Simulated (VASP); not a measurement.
# Si5Ge2 (P-62m) in VASP: notebook

Si5Ge2 is run at these levels: PBE; tasks: single point.

All numbers are computed with VASP 6.6.1; they aren't measurements. Logs are shortened: lines on timing, memory, paths and dates and some standing lists are left out, and cuts for length are marked.

## 1. The cell of the first run

The structure is hexagonal, space group P-62m (No. 189). The conventional cell has a = 5.076 Å, b = 5.076 Å, c = 5.250 Å, α = 90.00°, β = 90.00°, γ = 120.00°. Si (site symmetry -6) has 9 Si at 2.93 to 3.02 Å and 6 Ge at 3.18 Å within 3.9 Å. Si (site symmetry m2m) has 8 Si at 2.60 to 3.02 Å and 4 Ge at 2.62 to 3.17 Å within 3.4 Å. Within 3.3 Å of Ge (site symmetry 3m) lie 2 Ge at 2.49 to 2.76 Å and 12 Si at 2.62 to 3.18 Å.

## 2. Single point, PBE

INCAR

```
ALGO     = Normal         # electronic algorithm
EDIFF    = 1E-6           # SCF threshold, eV
ENCUT    = 500            # plane-wave cutoff, eV
GGA      = PE             # functional
GGA_COMPAT= F            
ISIF     = 2              # what is computed and relaxed
ISMEAR   = 0              # smearing method
LASPH    = T              # aspherical terms in the spheres
LCHARG   = T              # write CHGCAR
LELF     = T              # ELF
LREAL    = F              # projectors in reciprocal space
LVHAR    = T            
LWAVE    = F              # write WAVECAR
NBANDS   = 33             # bands
NELM     = 120            # most SCF steps
PREC     = Accurate       # precision mode
SIGMA    = 0.2            # smearing width, eV
```

KPOINTS

```
k-points
0
Gamma
  4 4 3
```

POSCAR

```
Si5Ge2
1.0
    5.0759518983      0.0000000028      0.0000000000
   -2.5379759516      4.3959032910      0.0000000000
    0.0000000000      0.0000000000      5.2504764086
Si Ge
5 2
Direct
    0.3333333333      0.6666666667      0.0000000000
    0.6666666667      0.3333333333      0.0000000000
    0.4377588384      0.0000000000      0.5000000000
    0.0000000000      0.4377588384      0.5000000000
    0.5622411616      0.5622411616      0.5000000000
    0.0000000000      0.0000000000      0.7628401351
    0.0000000000      0.0000000000      0.2371598649
```

Potentials or basis: VASP PAW PBE potentials, release 64 (Si, Ge_d).

The run is started by

```
$ cat potpaw_PBE.64/Si/POTCAR potpaw_PBE.64/Ge_d/POTCAR > POTCAR
$ mpirun -np 1 vasp_std > vasp.out
```

OUTCAR:

```text
EDIFF = 1E-6
   ENCUT = 500
   GGA = PE
   ISIF = 2
   ISMEAR = 0
   LASPH = T
   LREAL = F
   NELM = 120
   PREC = Accurate

 ion  position               nearest neighbor table
   1  0.333  0.667  0.000-   2 2.93   2 2.93   2 2.93   3 3.02   3 3.02   4 3.02   4 3.02   5 3.02
                             5 3.02
   2  0.667  0.333  0.000-   1 2.93   1 2.93   1 2.93   4 3.02   4 3.02   3 3.02   3 3.02   5 3.02
                             5 3.02
   3  0.438  0.000  0.500-   4 2.60   5 2.60   4 2.60   5 2.60   7 2.62   6 2.62   1 3.02   1 3.02
                             2 3.02   2 3.02
   4  0.000  0.438  0.500-   5 2.60   5 2.60   3 2.60   3 2.60   7 2.62   6 2.62   2 3.02   2 3.02
                             1 3.02   1 3.02
   5  0.562  0.562  0.500-   4 2.60   4 2.60   3 2.60   3 2.60   6 2.62   7 2.62   1 3.02   1 3.02
                             2 3.02   2 3.02
   6  0.000  0.000  0.763-   7 2.49   3 2.62   5 2.62   4 2.62   7 2.76
   7  0.000  0.000  0.237-   6 2.49   3 2.62   5 2.62   4 2.62   6 2.76

  LATTYP: Found a hexagonal cell.
 ALAT       =     5.0759518983
 C/A-ratio  =     1.0343826171

  Lattice vectors:

 A1 = (   5.0759518983,   0.0000000028,   0.0000000000)
 A2 = (  -2.5379759516,   4.3959032910,   0.0000000000)
 A3 = (   0.0000000000,   0.0000000000,   5.2504764086)

Analysis of symmetry for initial positions (statically):
=====================================================================
 Subroutine PRICEL returns:
 Original cell was already a primitive cell.

 Routine SETGRP: Setting up the symmetry group for a
 hexagonal supercell.

 Subroutine GETGRP returns: Found 12 space group operations
 (whereof 12 operations were pure point group operations)
 out of a pool of 24 trial point group operations.

The static configuration has the point symmetry D_3h.

Analysis of symmetry for dynamics (positions and initial velocities):
=====================================================================
 Subroutine PRICEL returns:
 Original cell was already a primitive cell.

 Routine SETGRP: Setting up the symmetry group for a
 hexagonal supercell.

 Subroutine GETGRP returns: Found 12 space group operations
 (whereof 12 operations were pure point group operations)
 out of a pool of 24 trial point group operations.

The dynamic configuration has the point symmetry D_3h.

 Subroutine INISYM returns: Found 12 space group operations
 (whereof 12 operations are pure point group operations),
 and found     1 'primitive' translations

----------------------------------------------------------------------------------------

                                     Primitive cell

  volume of cell :     117.1559

  direct lattice vectors                    reciprocal lattice vectors
     5.075951898  0.000000003  0.000000000     0.197007383  0.113742266  0.000000000
    -2.537975952  4.395903291  0.000000000    -0.000000000  0.227484531  0.000000000
     0.000000000  0.000000000  5.250476409     0.000000000  0.000000000  0.190458907

  length of vectors
     5.075951898  5.075951898  5.250476409     0.227484531  0.227484531  0.190458907

  position of ions in fractional coordinates (direct lattice)
     0.333333333  0.666666667  0.000000000
     0.666666667  0.333333333  0.000000000
     0.437758838  0.000000000  0.500000000
     0.000000000  0.437758838  0.500000000
     0.562241162  0.562241162  0.500000000
     0.000000000  0.000000000  0.762840135
     0.000000000  0.000000000  0.237159865

  ion indices of the primitive-cell ions
   primitive index   ion index
                 1           1
                 2           2
                 3           3
                 4           4
                 5           5
                 6           6
                 7           7

----------------------------------------------------------------------------------------

 KPOINTS: k-points

Automatic generation of k-mesh.
 Grid dimensions read from file:
 generate k-points for:    4    4    3

 Generating k-lattice:

  Cartesian coordinates                     Fractional coordinates (reciprocal lattice)
     0.049251846  0.028435566  0.000000000     0.250000000  0.000000000  0.000000000
    -0.000000000  0.056871133  0.000000000     0.000000000  0.250000000  0.000000000
     0.000000000  0.000000000  0.063486302     0.000000000  0.000000000  0.333333333

  Length of vectors
     0.056871133  0.056871133  0.063486302

  Shift w.r.t. Gamma in fractional coordinates (k-lattice)
     0.000000000  0.000000000  0.000000000

 Subroutine IBZKPT returns following result:
 ===========================================

 Found      8 irreducible k-points:

 Following reciprocal coordinates:
            Coordinates               Weight
  0.000000  0.000000  0.000000      1.000000
  0.250000  0.000000  0.000000      6.000000
  0.500000  0.000000  0.000000      3.000000
  0.250000  0.250000  0.000000      6.000000
  0.000000  0.000000  0.333333      2.000000
  0.250000  0.000000  0.333333     12.000000
  0.500000  0.000000  0.333333      6.000000
  0.250000  0.250000  0.333333     12.000000
   k-points           NKPTS =      8   k-points in BZ     NKDIM =      8   number of bands    NBANDS=     33
   number of dos      NEDOS =    301   number of ions     NIONS =      7
   total plane-waves  NPLWV =  64000
   dimension x,y,z NGX =    40 NGY =   40 NGZ =   40
   dimension x,y,z NGXF=    80 NGYF=   80 NGZF=   80
   ions per type =               5   2
   NGX,Y,Z   is equivalent  to a cutoff of  13.10, 13.10, 12.67 a.u.
   NGXF,Y,Z  is equivalent  to a cutoff of  26.20, 26.20, 25.33 a.u.
 SYSTEM =  unknown system
   PREC   = accura    normal or accurate (medium, high low for compatibility)
   ISTART =      0    job   : 0-new  1-cont  2-samecut
   ICHARG =      2    charge: 1-file 2-atom 10-const
   ISPIN  =      1    spin polarized calculation?
   LNONCOLLINEAR =      F non collinear calculations
   LSORBIT =      F    spin-orbit coupling
   LASPH  =      T    aspherical Exc in radial PAW
   ENCUT  =  500.0 eV  36.75 Ry    6.06 a.u.   9.25  9.25  9.57*2*pi/ulx,y,z
   NELM   =    120;   NELMIN=  2; NELMDL= -5     # of ELM steps
   EDIFF  = 0.1E-05   stopping-criterion for ELM
   LREAL  =      F    real-space projection
   EDIFFG = 0.1E-04   stopping-criterion for IOM
   NSW    =      0    number of steps for IOM
   IBRION =     -1    ionic relax: 0-MD 1-quasi-New 2-CG
   NFREE  =      0    steps in history (QN), initial steepest desc. (CG)
   ISIF   =      2    stress and relaxation
   ISYM   =      2    0-nonsym 1-usesym 2-fastsym
   POTIM  = 0.5000    time-step for ionic-motion
   TEBEG  =    0.0;   TEEND  =   0.0 temperature during run
   PSTRESS=    0.0 pullay stress
   NELECT =      48.0000    total number of electrons
   NUPDOWN=      -1.0000    fix difference up-down
   EMIN   =  10.00;   EMAX   =-10.00  energy-range for DOS
   EFERMI =   0.00;   METHOD = LEGACY
   ISMEAR =     0;   SIGMA  =   0.20  broadening in eV -4-tet -1-fermi 0-gaus
   EFERMI_NEDOS =   21; number of points for ismear=-14 and -15
   IALGO  =     38    algorithm
   IMIX   =      4    mixing-type and parameters
     AMIX     =   0.40;   BMIX     =  1.00
     AMIX_MAG =   1.60;   BMIX_MAG =  1.00
  volume/ion in A,a.u.               =      16.74       112.94
  Fermi-wavevector in a.u.,A,eV,Ry     =   1.215907  2.297732 20.115269  1.478431
  Thomas-Fermi vector in A             =   2.351279
   LORBIT       =      0    0 simple, 1 ext, 2 COOP (PROOUT), +10 PAW based schemes
   GGA     = PE    functional components
   LHFCALC =     F    Hartree Fock is set to
   AEXX    =    0.0000 exact exchange contribution
   IVDW    =     0    specifies the selected vdW correction
   LEPSILON=     F    determine dielectric tensor
   LRPA    =     F    only Hartree local field effects (RPA)
 non-spin polarized calculation
 Gauss-broadening in eV      SIGMA  =   0.20
  energy-cutoff  :      500.00
  volume of cell :      117.16
 maximum number of plane-waves:      3031
 NGX is ok and might be reduce to    40
   NGX = 19   NGY = 19   NGZ = 19

 number of electron      48.0000016 magnetization

 Free energy of the ion-electron system (eV)
  ---------------------------------------------------
  ext. energy  EPLUGINS =         0.00000000
  ---------------------------------------------------
  free energy    TOTEN  =       -32.03465549 eV

  energy without entropy =      -31.97910703  energy(sigma->0) =      -32.00688126

 E-fermi :   8.2459     XC(G=0): -10.9534

 val. band max:        8.1883366973   @ k =   0.2500   0.2500   0.0000
 cond. band min:       8.3045718869   @ k =   0.2500   0.0000   0.3333
 fundamental gap:      0.1162351896
 Fermi energy:         8.2459270068

 k-point     1 :       0.0000    0.0000    0.0000
  band No.  band energies     occupation
      1     -16.7042      2.00000
      2     -16.5995      2.00000
      3     -16.5995      2.00000
      4     -16.5373      2.00000
      5     -16.5373      2.00000
      6     -16.5228      2.00000
[... 25 lines left out ...]
     32      14.0540      0.00000
     33      14.6414      0.00000

 k-point     2 :       0.2500    0.0000    0.0000
  band No.  band energies     occupation
      1     -16.7041      2.00000
      2     -16.5998      2.00000
      3     -16.5996      2.00000
      4     -16.5373      2.00000
      5     -16.5368      2.00000
      6     -16.5228      2.00000
[... 25 lines left out ...]
     32      12.2480      0.00000
     33      12.2633      0.00000

 k-point     3 :       0.5000    0.0000    0.0000
  band No.  band energies     occupation
      1     -16.7040      2.00000
      2     -16.6002      2.00000
      3     -16.5997      2.00000
      4     -16.5373      2.00000
      5     -16.5364      2.00000
      6     -16.5228      2.00000
[... 25 lines left out ...]
     32      12.5673      0.00000
     33      12.6338      0.00000

 k-point     4 :       0.2500    0.2500    0.0000
  band No.  band energies     occupation
      1     -16.7040      2.00000
      2     -16.6000      2.00000
      3     -16.5998      2.00000
      4     -16.5371      2.00000
      5     -16.5366      2.00000
      6     -16.5227      2.00000
[... 25 lines left out ...]
     32      13.2150      0.00000
     33      13.2205      0.00000

 k-point     5 :       0.0000    0.0000    0.3333
  band No.  band energies     occupation
      1     -16.6437      2.00000
      2     -16.5751      2.00000
      3     -16.5751      2.00000
      4     -16.5337      2.00000
      5     -16.5337      2.00000
      6     -16.5271      2.00000
[... 25 lines left out ...]
     32      12.4518      0.00000
     33      14.7769      0.00000

 k-point     6 :       0.2500    0.0000    0.3333
  band No.  band energies     occupation
      1     -16.6436      2.00000
      2     -16.5753      2.00000
      3     -16.5751      2.00000
      4     -16.5338      2.00000
      5     -16.5334      2.00000
      6     -16.5271      2.00000
[... 25 lines left out ...]
     32      12.4800      0.00000
     33      13.1573      0.00000

 k-point     7 :       0.5000    0.0000    0.3333
  band No.  band energies     occupation
      1     -16.6434      2.00000
      2     -16.5755      2.00000
      3     -16.5752      2.00000
      4     -16.5338      2.00000
      5     -16.5330      2.00000
      6     -16.5271      2.00000
[... 25 lines left out ...]
     32      11.2293      0.00000
     33      11.5815      0.00000

 k-point     8 :       0.2500    0.2500    0.3333
  band No.  band energies     occupation
      1     -16.6434      2.00000
      2     -16.5755      2.00000
      3     -16.5753      2.00000
      4     -16.5336      2.00000
      5     -16.5332      2.00000
      6     -16.5270      2.00000
[... 25 lines left out ...]
     32      12.2615      0.00000
     33      12.4232      0.00000

------------------------ aborting loop because EDIFF is reached ----------------------------------------

  FORCE on cell =-STRESS in cart. coord.  units (eV):
  Direction    XX          YY          ZZ          XY          YZ          ZX
  --------------------------------------------------------------------------------------
  -------------------------------------------------------------------------------------
  Total       -0.2680592     -0.2680592     -0.1485331      0.0000000      0.0000000      0.0000000
  in kB       -3.6658692     -3.6658692     -2.0312779      0.0000000      0.0000000      0.0000000
  external PRESSURE =      -3.1210055 kB  Pullay stress =       0.0000000 kB

 VOLUME and BASIS-vectors are now :
 -----------------------------------------------------------------------------
  energy-cutoff  :      500.00
  volume of cell :      117.16
      direct lattice vectors                 reciprocal lattice vectors
     5.075951898  0.000000003  0.000000000     0.197007383  0.113742266  0.000000000
    -2.537975952  4.395903291  0.000000000    -0.000000000  0.227484531  0.000000000
     0.000000000  0.000000000  5.250476409     0.000000000  0.000000000  0.190458907

 POSITION                                       TOTAL-FORCE (eV/Angst)
 -----------------------------------------------------------------------------------
     -0.00000      2.93060      0.00000         0.000000      0.000000      0.000000
      2.53798      1.46530      0.00000         0.000000      0.000000      0.000000
      2.22204      0.00000      2.62524        -0.026402     -0.000000      0.000000
     -1.11102      1.92435      2.62524         0.013201     -0.022864      0.000000
      1.42695      2.47156      2.62524         0.013201      0.022864      0.000000
      0.00000      0.00000      4.00527         0.000000      0.000000     -0.036876
      0.00000      0.00000      1.24520         0.000000      0.000000      0.036876
 -----------------------------------------------------------------------------------
    total drift:                                0.000000      0.000000      0.000000

  FREE ENERGIE OF THE ION-ELECTRON SYSTEM (eV)
  ---------------------------------------------------
  free  energy   TOTEN  =       -32.0346554936 eV

  energy  without entropy=      -31.9791070322  energy(sigma->0) =      -32.00688126
```

Run time: 36 s. Hardware: 1 thread of Intel Xeon Platinum 8259CL at 2.50GHz (Skylake/Cascade Lake), shared host; peak memory 0.24 GiB.

What came out:

| Quantity | Value |
| --- | --- |
| Free energy | -32.0347 eV |
| Pressure | -0.3 GPa |
| Largest force | 0.037 eV/Å |
| Band gap on the k mesh | zero (band 24 reaches 8.86 eV, above the bottom of band 25 at 5.94 eV) |

Forces in eV/Å, atoms in the order of the input:
```
Si   0.000  0.000  0.000
Si   0.000  0.000  0.000
Si  -0.026  0.000  0.000
Si   0.013 -0.023  0.000
Si   0.013  0.023  0.000
Ge   0.000  0.000 -0.037
Ge   0.000  0.000  0.037
```

Levels at points of the mesh, in eV from the Fermi level:
| k point | band 20 | band 21 | band 22 | band 23 | band 24 | band 25 | band 26 | band 27 | band 28 | band 29 |
| --- | --- | --- | --- | --- | --- | --- | --- | --- | --- | --- |
| (0.00, 0.00, 0.00) | -2.55 | -2.41 | -1.96 | -0.79 | -0.79 | -0.57 | -0.57 | -0.19 | 0.28 | 0.28 |
| (0.50, 0.00, 0.00) | -2.47 | -2.05 | -1.49 | -1.22 | -0.93 | -0.34 | 0.25 | 2.44 | 2.81 | 3.74 |

Caveat: the k points lie up to 0.40 Å⁻¹ apart.

## 3. Single point, PBE

This run uses another cell than the first one, of 23.87 Å³/atom, 1.426 times its volume.

INCAR

```
SYSTEM = Si5Ge2
PREC = Accurate
ENCUT = 500
EDIFF = 1E-6
ISMEAR = 0
SIGMA = 0.2
LREAL = .FALSE.
LASPH = .TRUE.
NELM = 120
ALGO = Normal
ISIF = 2
LWAVE = .FALSE.
LCHARG = .FALSE.
GGA = PE
NBANDS = 33
GGA_COMPAT = .FALSE.
```

KPOINTS

```
regular mesh
0
G
  3 3 4
  0 0 0
```

POSCAR

```
Si5Ge2
1.0
    6.1557951621      0.0000000000      0.0000000000
   -3.0778975810      5.3310749908      0.0000000000
    0.0000000000      0.0000000000      5.0923118401
Si Ge
5 2
Direct
    0.3333333333      0.6666666667      0.0000000000
    0.6666666667      0.3333333333      0.0000000000
    0.2218290822      0.0000000000      0.5000000000
    0.0000000000      0.2218290822      0.5000000000
    0.7781709178      0.7781709178      0.5000000000
    0.3333333333      0.6666666667      0.5000000000
    0.6666666667      0.3333333333      0.5000000000
```

Potentials or basis: VASP PAW PBE potentials, release 64 (Si, Ge_d).

The run is started by

```
$ cat potpaw_PBE.64/Si/POTCAR potpaw_PBE.64/Ge_d/POTCAR > POTCAR
$ mpirun -np 1 vasp_std > vasp.out
```

Wall time 64 s (1 thread of Intel Xeon Platinum 8259CL at 2.50GHz (Skylake/Cascade Lake), shared host); peak memory 0.29 GiB.

It converged, with:

```
Free energy            : -29.7894 eV
Pressure               : -0.1 GPa
Largest force          : 0.005 eV/Å
Band gap on the k mesh : zero (band 24 reaches 4.78 eV, above the bottom of band 25 at 3.87 eV)
```

Forces on the atoms (eV/Å):
```
Si   0.000  0.000  0.000
Si   0.000  0.000  0.000
Si  -0.005  0.000  0.000
Si   0.003 -0.005  0.000
Si   0.003  0.005  0.000
Ge   0.000  0.000  0.000
Ge   0.000  0.000  0.000
```

Levels at points of the mesh, in eV from the Fermi level:
| k point | band 22 | band 23 | band 24 | band 25 | band 26 | band 27 |
| --- | --- | --- | --- | --- | --- | --- |
| (0.00, 0.00, 0.00) | -0.29 | 0.14 | 0.14 | 1.04 | 1.04 | 1.24 |
| (0.00, 0.00, 0.50) | -1.54 | -0.26 | -0.26 | 0.80 | 1.95 | 2.13 |

Caveat: the k points lie up to 0.39 Å⁻¹ apart.
